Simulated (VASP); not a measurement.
# Gd (P6_3/mmc) in VASP: single point with PBE+U

Aim: the single point of Gd with PBE+U.

Program: VASP 6.6.1. These are calculated values, not measurements. Logs are shortened: lines on timing, memory, paths and dates and some standing lists are left out, and cuts for length are marked.

## Step 1: The cell of the first run

The structure is hexagonal, space group P6_3/mmc (No. 194). Conventional cell: a = 3.607 Å, b = 3.607 Å, c = 5.761 Å, α = 90.00°, β = 90.00°, γ = 120.00°. Within 4.7 Å of Gd (site symmetry -6m2) lie 12 Gd at 3.55 to 3.61 Å.

## Step 2: Single point, PBE+U, collinear spin, antiferromagnetic start

The input, INCAR:

```
  PREC = Accurate
  ENCUT = 520
  EDIFF = 1E-6
  ISMEAR = -5
  SIGMA = 0.1
  LREAL = F
  LASPH = T
  NELM = 150
  ALGO = Normal
  ISIF = 2
  LWAVE = F
  LCHARG = T
  ISPIN = 2
  MAGMOM = 7 -7
  LORBIT = 11
  LMAXMIX = 6
  LDAU = T
  LDAUTYPE = 2
  LDAUL = 3
  LDAUU = 6.89
  LDAUJ = 0
  LDAUPRINT = 1
  GGA = PE
  LELF = T
  LVHAR = T
  NBANDS = 29
```

The input, KPOINTS:

```
Automatic mesh
0
Gamma
  8 8 4
```

The input, POSCAR:

```
Gd
1.0
    3.6071311700      0.0000000000      0.0000000000
   -1.8035655900      3.1238710200      0.0000000000
    0.0000000000      0.0000000000      5.7610725500
Gd
2
Direct
    0.3333300000      0.6666700000      0.2500000000
    0.6666600000      0.3333300000      0.7500000000
```

Potentials or basis: VASP PAW PBE potentials, release 64 (Gd).

On the command line:

```bash
$ cat potpaw_PBE.64/Gd/POTCAR > POTCAR
$ mpirun -np 1 vasp_std > vasp.out
```

OUTCAR:

```text
PREC = Accurate
   ENCUT = 520
   EDIFF = 1E-6
   ISMEAR = -5
   LREAL = F
   LASPH = T
   NELM = 150
   ISIF = 2
   ISPIN = 2
   LORBIT = 11
   GGA = PE

 ion  position               nearest neighbor table
   1  0.333  0.667  0.250-   2 3.55   2 3.55   2 3.55   2 3.55   2 3.55   2 3.55
   2  0.667  0.333  0.750-   1 3.55   1 3.55   1 3.55   1 3.55   1 3.55   1 3.55

  LATTYP: Found a hexagonal cell.
 ALAT       =     3.6071311700
 C/A-ratio  =     1.5971341985

  Lattice vectors:

 A1 = (   3.6071311700,   0.0000000000,   0.0000000000)
 A2 = (  -1.8035655900,   3.1238710200,   0.0000000000)
 A3 = (   0.0000000000,   0.0000000000,   5.7610725500)

Analysis of symmetry for initial positions (statically):
=====================================================================
 Subroutine PRICEL returns:
 Original cell was already a primitive cell.

 Routine SETGRP: Setting up the symmetry group for a
 hexagonal supercell.

 Subroutine GETGRP returns: Found  8 space group operations
 (whereof  2 operations were pure point group operations)
 out of a pool of 24 trial point group operations.

The static configuration has the point symmetry C_2 .
 The point group associated with its full space group is D_2h.

Analysis of symmetry for dynamics (positions and initial velocities):
=====================================================================
 Subroutine PRICEL returns:
 Original cell was already a primitive cell.

 Routine SETGRP: Setting up the symmetry group for a
 hexagonal supercell.

 Subroutine GETGRP returns: Found  8 space group operations
[... 238 lines left out ...]
  o =  0.0028  v = -0.0000 -0.0000 -0.0000 -1.0000 -0.0000 -0.0001 -0.0000  0.0000  0.0000  0.0000  0.0000  0.0000  0.0000  0.0000      0.0000  0.0000  0.0000  0.0000  0.0000  0.0000  0.0000  0.0000  0.0000  0.0000  0.0000  0.0000  0.0000  0.0000
  o =  0.9898  v =  0.0000  0.0000  0.0000  0.0000  0.0000  0.0000  0.0000  0.0000 -0.0000  0.0000  0.0000 -0.0003 -0.0000  1.0000      0.0000  0.0000  0.0000  0.0000  0.0000  0.0000  0.0000  0.0000  0.0000  0.0000  0.0000  0.0000  0.0000  0.0000
  o =  0.9900  v =  0.0000  0.0000  0.0000  0.0000  0.0000  0.0000  0.0000  0.0000  0.0000 -0.0000 -1.0000  0.0000 -0.0002  0.0000      0.0000  0.0000  0.0000  0.0000  0.0000  0.0000  0.0000  0.0000  0.0000  0.0000  0.0000  0.0000  0.0000  0.0000
  o =  0.9900  v =  0.0000  0.0000  0.0000  0.0000  0.0000  0.0000  0.0000 -0.0000  0.0000  0.9973 -0.0000  0.0728  0.0000  0.0000      0.0000  0.0000  0.0000  0.0000  0.0000  0.0000  0.0000  0.0000  0.0000  0.0000  0.0000  0.0000  0.0000  0.0000
  o =  0.9900  v =  0.0000  0.0000  0.0000  0.0000  0.0000  0.0000  0.0000 -0.0000 -0.0000 -0.0728  0.0000  0.9973  0.0000  0.0003      0.0000  0.0000  0.0000  0.0000  0.0000  0.0000  0.0000  0.0000  0.0000  0.0000  0.0000  0.0000  0.0000  0.0000
  o =  0.9902  v =  0.0000  0.0000  0.0000  0.0000  0.0000  0.0000  0.0000 -0.0000 -1.0000  0.0000 -0.0000  0.0000 -0.0000 -0.0000      0.0000  0.0000  0.0000  0.0000  0.0000  0.0000  0.0000  0.0000  0.0000  0.0000  0.0000  0.0000  0.0000  0.0000
  o =  0.9902  v =  0.0000  0.0000  0.0000  0.0000  0.0000  0.0000  0.0000 -0.0000  0.0000 -0.0000  0.0002  0.0000 -1.0000 -0.0000      0.0000  0.0000  0.0000  0.0000  0.0000  0.0000  0.0000  0.0000  0.0000  0.0000  0.0000  0.0000  0.0000  0.0000
  o =  0.9906  v =  0.0000  0.0000  0.0000  0.0000  0.0000  0.0000  0.0000 -1.0000  0.0000 -0.0000 -0.0000 -0.0000  0.0000  0.0000      0.0000  0.0000  0.0000  0.0000  0.0000  0.0000  0.0000  0.0000  0.0000  0.0000  0.0000  0.0000  0.0000  0.0000

 number of electron      36.0000004 magnetization       0.0000000

 Free energy of the ion-electron system (eV)
  ---------------------------------------------------
  ext. energy  EPLUGINS =         0.00000000
  ---------------------------------------------------
  free energy    TOTEN  =       -22.68480765 eV

  energy without entropy =      -22.68480765  energy(sigma->0) =      -22.68480765

 E-fermi :   3.1496     XC(G=0): -10.0642

 val. band max:        3.0955856707   @ k =  -0.2500   0.1250   0.5000
 cond. band min:       3.1018748062   @ k =  -0.1250   0.3750   0.0000
 fundamental gap:      0.0062891354
 Fermi energy:         3.1495880808

 spin component 1

 k-point     1 :       0.0000    0.0000    0.0000
  band No.  band energies     occupation
      1     -42.2671      1.00000
      2     -38.9905      1.00000
      3     -19.7013      1.00000
      4     -19.3548      1.00000
      5     -19.3547      1.00000
      6     -17.2646      1.00000
[... 1529 lines left out ...]
     28       6.9469      0.00000
     29       6.9707      0.00000

 [... further k-points ...]
[... 5 lines left out ...]
  --------------------------------------------------------------------------------------
  -------------------------------------------------------------------------------------
  Total        0.4286823      0.4261174      0.8627591     -0.0000000     -0.0000000      0.0000000
  in kB       10.5800499     10.5167481     21.2932400     -0.0000000     -0.0000000      0.0000000
  external PRESSURE =      14.1300127 kB  Pullay stress =       0.0000000 kB

 VOLUME and BASIS-vectors are now :
 -----------------------------------------------------------------------------
  energy-cutoff  :      520.00
  volume of cell :       64.92
      direct lattice vectors                 reciprocal lattice vectors
     3.607131170  0.000000000  0.000000000     0.277228621  0.160057825  0.000000000
    -1.803565590  3.123871020  0.000000000     0.000000000  0.320115649  0.000000000
     0.000000000  0.000000000  5.761072550     0.000000000  0.000000000  0.173578790

 POSITION                                       TOTAL-FORCE (eV/Angst)
 -----------------------------------------------------------------------------------
     -0.00002      2.08259      1.44027         0.000000     -0.000126     -0.000000
      1.80355      1.04128      4.32080        -0.000000      0.000126      0.000000
 -----------------------------------------------------------------------------------
    total drift:                               -0.000000      0.000000     -0.000000

  FREE ENERGIE OF THE ION-ELECTRON SYSTEM (eV)
  ---------------------------------------------------
  free  energy   TOTEN  =       -22.6848076495 eV

  energy  without entropy=      -22.6848076495  energy(sigma->0) =      -22.68480765

 total charge

# of ion       s       p       d       f       tot
--------------------------------------------------
    1        2.077   5.568   0.618   6.933  15.195
    2        2.077   5.568   0.618   6.933  15.195
--------------------------------------------------
tot          4.154  11.135   1.235  13.865  30.390

 magnetization (x)

# of ion       s       p       d       f       tot
--------------------------------------------------
    1        0.009  -0.073   0.216   6.918   7.071
    2       -0.009   0.073  -0.216  -6.918  -7.071
--------------------------------------------------
tot          0.000   0.000   0.000   0.000   0.000
```

OSZICAR:

```text
N       E                     dE             d eps       ncg     rms          rms(c)
DAV:   1     0.277857475009E+03    0.27786E+03   -0.11311E+04 10125   0.586E+03
DAV:   2     0.549770261910E+02   -0.22288E+03   -0.20217E+03  9676   0.495E+02
DAV:   3    -0.880998108187E-03   -0.54978E+02   -0.53695E+02 11743   0.203E+02
DAV:   4    -0.892810470353E+01   -0.89272E+01   -0.88616E+01 14225   0.686E+01
DAV:   5    -0.995137513153E+01   -0.10233E+01   -0.10212E+01 14017   0.217E+01    0.516E+01
DAV:   6    -0.229712445745E+02   -0.13020E+02   -0.31859E+01 12364   0.165E+02    0.761E+01
DAV:   7    -0.223462955332E+02    0.62495E+00   -0.36738E+00 12928   0.230E+01    0.682E+01
DAV:   8    -0.224345579643E+02   -0.88262E-01   -0.23078E-01 12854   0.343E+00    0.609E+01
DAV:   9    -0.226401536604E+02   -0.20560E+00   -0.77137E-01 10751   0.142E+01    0.189E+01
DAV:  10    -0.226375913264E+02    0.25623E-02   -0.32010E-01 14030   0.605E+00    0.214E+01
DAV:  11    -0.226495196740E+02   -0.11928E-01   -0.21708E-02 10928   0.842E-01    0.177E+01
DAV:  12    -0.226832707885E+02   -0.33751E-01   -0.71762E-02 11075   0.294E+00    0.433E+00
DAV:  13    -0.226845543479E+02   -0.12836E-02   -0.11052E-02 14272   0.123E+00    0.294E+00
DAV:  14    -0.226847467774E+02   -0.19243E-03   -0.14348E-03 11947   0.359E-01    0.473E-01
DAV:  15    -0.226847763131E+02   -0.29536E-04   -0.29323E-04 13464   0.226E-01    0.140E-01
DAV:  16    -0.226848050985E+02   -0.28785E-04   -0.86854E-05 13819   0.789E-02    0.595E-02
DAV:  17    -0.226848071282E+02   -0.20297E-05   -0.24173E-05 13068   0.330E-02    0.639E-02
DAV:  18    -0.226848076495E+02   -0.52124E-06   -0.47494E-06 10253   0.182E-02
   1 F= -.22684808E+02 E0= -.22684808E+02  d E =0.000000E+00  mag=     0.0000
```

It took 12 min on 1 thread of AMD EPYC 7R13, shared host; peak memory 0.32 GiB.

What came out:

```
Free energy                                           : -22.6848 eV
Pressure                                              : 1.4 GPa
Band gap on the k mesh                                : zero (filled and empty bands overlap)
Net moment                                            : 0.00 μB per cell
Site moments                                          : Gd +7.07, -7.07 μB
Valence electrons inside the program's atomic spheres : Gd 15.20
```

Levels at points of the mesh, in eV from the Fermi level:
Spin up:
| k point | band 16 | band 17 | band 18 | band 19 | band 20 | band 21 |
| --- | --- | --- | --- | --- | --- | --- |
| (0.00, 0.00, 0.00) | -4.81 | -2.09 | 1.40 | 1.40 | 1.41 | 1.95 |
| (0.50, 0.00, 0.00) | -1.98 | -1.25 | -1.09 | 0.32 | 1.44 | 1.51 |
| (0.00, 0.50, 0.00) | -1.98 | -1.25 | -1.09 | 0.32 | 1.44 | 1.51 |
| (0.00, 0.00, 0.50) | -3.59 | -2.86 | 0.54 | 1.22 | 1.25 | 1.25 |
| (0.50, 0.00, 0.50) | -2.08 | -1.79 | -0.34 | 0.30 | 1.47 | 2.22 |
| (0.00, 0.50, 0.50) | -2.08 | -1.79 | -0.34 | 0.30 | 1.47 | 2.22 |
Spin down:
```
           k point  band 14  band 15  band 16  band 17  band 18  band 19  band 20  band 21  band 22  band 23
(0.00, 0.00, 0.00)    -8.40    -8.36    -4.81    -2.09     1.40     1.40     1.41     1.95     2.77     2.77
(0.50, 0.00, 0.00)    -8.39    -8.39    -1.98    -1.25    -1.09     0.32     1.44     1.51     2.23     3.58
(0.00, 0.50, 0.00)    -8.39    -8.39    -1.98    -1.25    -1.09     0.32     1.44     1.51     2.23     3.58
(0.00, 0.00, 0.50)    -8.40    -8.36    -3.59    -2.86     0.54     1.22     1.25     1.25     2.01     2.01
(0.50, 0.00, 0.50)    -8.40    -8.39    -2.08    -1.79    -0.34     0.30     1.47     2.22     2.42     3.42
(0.00, 0.50, 0.50)    -8.40    -8.39    -2.08    -1.79    -0.34     0.30     1.47     2.22     2.42     3.42
```

Eigenvalues of the final occupation matrices:
| site | spin | trace | eigenvalues |
| --- | --- | --- | --- |
| site 1 f | 1 | 6.93 | 0.99 0.99 0.99 0.99 0.99 0.99 0.99 |
| site 1 f | 2 | 0.01 | 0.00 0.00 0.00 0.00 0.00 0.00 0.00 |
| site 2 f | 1 | 0.01 | 0.00 0.00 0.00 0.00 0.00 0.00 0.00 |
| site 2 f | 2 | 6.93 | 0.99 0.99 0.99 0.99 0.99 0.99 0.99 |

Caveat: spin-orbit coupling is left out, which moves the levels of the heavy elements; tetrahedron occupations give inexact forces and stress in metals. The state reached can hang on the start; a lower one may exist.
